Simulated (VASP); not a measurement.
# AlC18 in VASP: single point with PBE+D3(BJ)

Aim: the single point of AlC18 with PBE+D3(BJ).

Everything below comes from runs of VASP 6.6.1. Logs are shortened: lines on timing, memory, paths and dates and some standing lists are left out, and cuts for length are marked.

### Step 1. The cell of the first run

The cell holds a slab with vacuum, 19 atoms: a = 7.398 Å, b = 7.398 Å, c = 11.000 Å, α = 90.00°, β = 90.00°, γ = 120.00°.

### Step 2. Single point, PBE+D3(BJ), collinear spin, zero start

The input, INCAR:

```
ALGO = Normal
EDIFF = 1E-7
ENCUT = 520
GGA = PE
ISIF = 2
ISMEAR = 0
ISPIN = 2
IVDW = 12
LASPH = T
LCHARG = T
LELF = T
LORBIT = 11
LREAL = Auto
LVHAR = T
LWAVE = F
MAGMOM = 0 0 0 0 0 0 0 0 0 0 0 0 0 0 0 0 0 0 0
NBANDS = 56
NELM = 150
PREC = Accurate
SIGMA = 0.05
```

The input, KPOINTS:

```
k-points
0
Gamma
  2 2 1
```

The input, POSCAR:

```
AlC18
1.0
    7.3980000000      0.0000000000      0.0000000000
   -3.6990000000      6.4068560000      0.0000000000
    0.0000000000      0.0000000000     11.0000000000
C Al
18 1
Direct
   -0.0009099219     -0.0031147883      0.0893083636
    0.2223003427      0.1091949000      0.0868947273
    0.0005587244      0.3309376705      0.0899452727
    0.2226489173      0.4422983754      0.0901724545
    0.0000912129      0.6636539045      0.0899224545
    0.2221782086      0.7737924811      0.0892969091
    0.3344846127     -0.0029891416      0.0868584545
    0.5577030697      0.1093177371      0.0892989091
    0.3346106066      0.3324053171      0.0893103636
    0.5566935487      0.4425479518      0.0899204545
    0.3341450497      0.6638986423      0.0901657273
    0.5562336583      0.7752629371      0.0899352727
    0.6675969467     -0.0026490372      0.0901661818
    0.8891972964      0.1088471475      0.0901719091
    0.6678425862      0.3314048263      0.0899250000
    0.8896435432      0.4418529151      0.0903183636
    0.6671478780      0.6643484729      0.0903094545
    0.8889485565      0.7748024928      0.0899179091
    0.2787100048      0.0527544243      0.2879801818
```

Potentials or basis: VASP PAW PBE potentials, release 64 (C, Al).

Started as:

```
$ cat potpaw_PBE.64/C/POTCAR potpaw_PBE.64/Al/POTCAR > POTCAR
$ mpirun -np 1 vasp_std > vasp.out
```

OUTCAR:

```text
EDIFF = 1E-7
   ENCUT = 520
   GGA = PE
   ISIF = 2
   ISMEAR = 0
   ISPIN = 2
   IVDW = 12
   LASPH = T
   LORBIT = 11
   LREAL = Auto
   NELM = 150
   PREC = Accurate
 IVDW          = 12

 ion  position               nearest neighbor table
   1  0.999  0.997  0.089-  14 1.42  18 1.42   2 1.43
   2  0.222  0.109  0.087-   1 1.43   9 1.43   7 1.44  19 2.33
   3  0.001  0.331  0.090-  16 1.42   4 1.42  14 1.42
   4  0.223  0.442  0.090-  11 1.42   9 1.42   3 1.42
   5  0.000  0.664  0.090-  16 1.42   6 1.42  18 1.42
   6  0.222  0.774  0.089-  11 1.42   5 1.42   7 1.43
   7  0.334  0.997  0.087-   6 1.43   8 1.43   2 1.44  19 2.32
   8  0.558  0.109  0.089-  13 1.42  15 1.42   7 1.43
   9  0.335  0.332  0.089-   4 1.42  10 1.42   2 1.43
  10  0.557  0.443  0.090-  17 1.42   9 1.42  15 1.42
  11  0.334  0.664  0.090-   4 1.42   6 1.42  12 1.42
  12  0.556  0.775  0.090-  17 1.42  13 1.42  11 1.42
  13  0.668  0.997  0.090-  14 1.42   8 1.42  12 1.42
  14  0.889  0.109  0.090-  13 1.42   1 1.42   3 1.42
  15  0.668  0.331  0.090-  16 1.42   8 1.42  10 1.42
  16  0.890  0.442  0.090-  15 1.42   5 1.42   3 1.42
  17  0.667  0.664  0.090-  10 1.42  18 1.42  12 1.42
  18  0.889  0.775  0.090-  17 1.42   1 1.42   5 1.42
  19  0.279  0.053  0.288-   7 2.32   2 2.33

  LATTYP: Found a hexagonal cell.
 ALAT       =     7.3980000000
 C/A-ratio  =     1.4868883482

  Lattice vectors:

 A1 = (   7.3980000000,   0.0000000000,   0.0000000000)
 A2 = (  -3.6990000000,   6.4068560000,   0.0000000000)
 A3 = (   0.0000000000,   0.0000000000,  11.0000000000)

Analysis of symmetry for initial positions (statically):
=====================================================================
 Subroutine PRICEL returns:
 Original cell was already a primitive cell.

 Routine SETGRP: Setting up the symmetry group for a
 hexagonal supercell.

 Subroutine GETGRP returns: Found  1 space group operations
 (whereof  1 operations were pure point group operations)
 out of a pool of 24 trial point group operations.

The static configuration has the point symmetry C_1 .

Analysis of symmetry for dynamics (positions and initial velocities):
=====================================================================
 Subroutine PRICEL returns:
 Original cell was already a primitive cell.

 Routine SETGRP: Setting up the symmetry group for a
 hexagonal supercell.

 Subroutine GETGRP returns: Found  1 space group operations
 (whereof  1 operations were pure point group operations)
 out of a pool of 24 trial point group operations.

The dynamic configuration has the point symmetry C_1 .
[... 171 lines left out ...]
  ext. energy  EPLUGINS =         0.00000000
  ---------------------------------------------------
  free energy    TOTEN  =      -167.40849862 eV

  energy without entropy =     -167.40849862  energy(sigma->0) =     -167.40849862

 E-fermi :  -0.6445     XC(G=0):  -4.5016

 val. band max:       -0.8981666813   @ k =   0.0000   0.0000   0.0000
 cond. band min:       0.0833509465   @ k =   0.5000  -0.0000   0.0000
 fundamental gap:      0.9815176278
 Fermi energy:        -0.6445075870

 spin component 1

 k-point     1 :       0.0000    0.0000    0.0000
  band No.  band energies     occupation
      1     -20.4204      1.00000
      2     -18.0678      1.00000
      3     -17.8556      1.00000
      4     -17.8175      1.00000
      5     -17.7319      1.00000
      6     -17.6977      1.00000
[... 197 lines left out ...]
     48       4.0515      0.00000
     49       4.3625      0.00000
 Fermi energy:        -0.6445075870

 spin component 2

 k-point     1 :       0.0000    0.0000    0.0000
  band No.  band energies     occupation
      1     -20.4204      1.00000
      2     -18.0678      1.00000
      3     -17.8556      1.00000
      4     -17.8175      1.00000
      5     -17.7319      1.00000
      6     -17.6977      1.00000
[... 197 lines left out ...]
     48       4.0515      0.00000
     49       4.3626      0.00000
 [bands above 49 left out]

------------------------ aborting loop because EDIFF is reached ----------------------------------------

 Edisp (eV)   -1.84402

 E8    (eV) :    -0.5965

  FORCE on cell =-STRESS in cart. coord.  units (eV):
  Direction    XX          YY          ZZ          XY          YZ          ZX
  --------------------------------------------------------------------------------------
  -------------------------------------------------------------------------------------
  Total       4.57814     4.73826    -0.18281     0.13948    -0.00146    -0.00942
  in kB      14.06850    14.56055    -0.56177     0.42861    -0.00448    -0.02895
  external pressure =        9.36 kB  Pullay stress =        0.00 kB

 VOLUME and BASIS-vectors are now :
 -----------------------------------------------------------------------------
  energy-cutoff  :      520.00
  volume of cell :      521.38
      direct lattice vectors                 reciprocal lattice vectors
     7.398000000  0.000000000  0.000000000     0.135171668  0.078041398  0.000000000
    -3.699000000  6.406856000  0.000000000     0.000000000  0.156082796  0.000000000
     0.000000000  0.000000000 11.000000000     0.000000000  0.000000000  0.090909091

 POSITION                                       TOTAL-FORCE (eV/Angst)
 -----------------------------------------------------------------------------------
      3.70379      6.38690      0.98239        -0.001088      0.006673     -0.000336
      1.24067      0.69960      0.95584        -0.000574     -0.002242     -0.002835
     -1.22001      2.12027      0.98940         0.006059      0.001120     -0.000556
      0.01109      2.83374      0.99190        -0.002553      0.002007     -0.000274
     -2.45418      4.25193      0.98915         0.002348     -0.003356     -0.001617
     -1.21858      4.95758      0.98227         0.001233      0.004646      0.000306
[... 11 lines left out ...]
      3.71045      4.96405      0.98910         0.006503      0.002414     -0.001574
      1.86676      0.33799      3.16778         0.000179     -0.000507     -0.007014
 -----------------------------------------------------------------------------------
    total drift:                                0.004935      0.012372      0.005402

  FREE ENERGIE OF THE ION-ELECTRON SYSTEM (eV)
  ---------------------------------------------------
  free  energy   TOTEN  =      -169.2525228534 eV

  energy  without entropy=     -169.2525228534  energy(sigma->0) =     -169.25252285

 total charge

# of ion       s       p       d       tot
------------------------------------------
    1        0.861   1.791   0.000   2.651
    2        0.859   1.794   0.000   2.653
    3        0.862   1.791   0.000   2.653
    4        0.861   1.798   0.000   2.659
    5        0.861   1.794   0.000   2.655
    6        0.861   1.790   0.000   2.651
[... 11 lines left out ...]
   18        0.861   1.794   0.000   2.655
   19        0.625   0.125   0.000   0.750
--------------------------------------------------
tot         16.123  32.423   0.000  48.545

 magnetization (x)

# of ion       s       p       d       tot
------------------------------------------
    1        0.000   0.000   0.000   0.000
    2       -0.000  -0.000   0.000  -0.000
    3       -0.000  -0.000   0.000  -0.000
    4       -0.000  -0.000   0.000  -0.000
    5       -0.000  -0.000   0.000  -0.000
    6        0.000   0.000   0.000   0.000
[... 11 lines left out ...]
   18        0.000   0.000   0.000   0.000
   19       -0.000   0.000   0.000  -0.000
--------------------------------------------------
tot         -0.000  -0.000   0.000  -0.000
```

stdout:

```text
POSCAR found type information on POSCAR C Al
 POSCAR found :  2 types and      19 ions
 scaLAPACK will be used
 LDA part: xc-table for (Slater+PW92), standard interpolation
 POSCAR, INCAR and KPOINTS ok, starting setup
 FFT: planning ... GRIDC
 FFT: planning ... GRID_SOFT
 FFT: planning ... GRID
 WAVECAR not read
 entering main loop
```

Run time: 5 min. Hardware: 1 thread of AMD EPYC 9R45 (Zen 5), shared host; peak memory 0.77 GiB.

What came out:

```yaml
Free_energy: -169.2525 eV
Largest_force: 0.008 eV/Å
Net_moment: 0.00 μB per cell
Valence_electrons_inside_the_program's_atomic_spheres: C 2.65, 2.66; Al 0.75
Dispersion_energy_per_atom: -0.097 eV
```

Forces on the atoms (eV/Å):
```
C   -0.001  0.007  0.000
C   -0.001 -0.002 -0.003
C    0.006  0.001 -0.001
C   -0.003  0.002  0.000
C    0.002 -0.003 -0.002
C    0.001  0.005  0.000
C    0.004 -0.002  0.003
C   -0.002 -0.004 -0.001
C   -0.007  0.001  0.001
C   -0.004 -0.001  0.002
C   -0.002 -0.005  0.002
C   -0.004  0.000  0.000
C    0.002  0.006  0.001
C    0.004 -0.001  0.002
C    0.004 -0.003  0.001
C    0.001  0.000  0.000
C   -0.007 -0.001  0.004
C    0.007  0.002 -0.002
Al   0.000 -0.001 -0.007
```

Levels at points of the mesh, in eV from the Fermi level:
Spin up:
| k point | band 33 | band 34 | band 35 | band 36 | band 37 | band 38 | band 39 | band 40 | band 41 | band 42 |
| --- | --- | --- | --- | --- | --- | --- | --- | --- | --- | --- |
| (0.00, 0.00, 0.00) | -3.21 | -3.21 | -2.87 | -0.56 | -0.49 | -0.26 | -0.25 | 1.46 | 1.81 | 2.85 |
| (0.50, 0.00, 0.00) | -3.18 | -2.94 | -2.90 | -2.64 | -2.58 | 0.73 | 1.21 | 1.83 | 1.90 | 2.29 |
| (0.00, 0.50, 0.00) | -3.18 | -2.94 | -2.90 | -2.64 | -2.58 | 0.73 | 1.21 | 1.83 | 1.90 | 2.29 |
| (0.50, 0.50, 0.00) | -3.25 | -3.01 | -2.85 | -2.65 | -2.57 | 1.11 | 1.15 | 1.22 | 2.19 | 2.19 |
Spin down:
```tsv
k point	band 35	band 36	band 37	band 38	band 39	band 40
(0.00, 0.00, 0.00)	-2.87	-0.56	-0.49	-0.26	-0.25	1.46
(0.50, 0.00, 0.00)	-2.90	-2.64	-2.58	0.73	1.21	1.83
(0.00, 0.50, 0.00)	-2.90	-2.64	-2.58	0.73	1.21	1.83
(0.50, 0.50, 0.00)	-2.85	-2.65	-2.57	1.11	1.15	1.22
```

Caveat: the k points lie up to 0.49 Å⁻¹ apart.
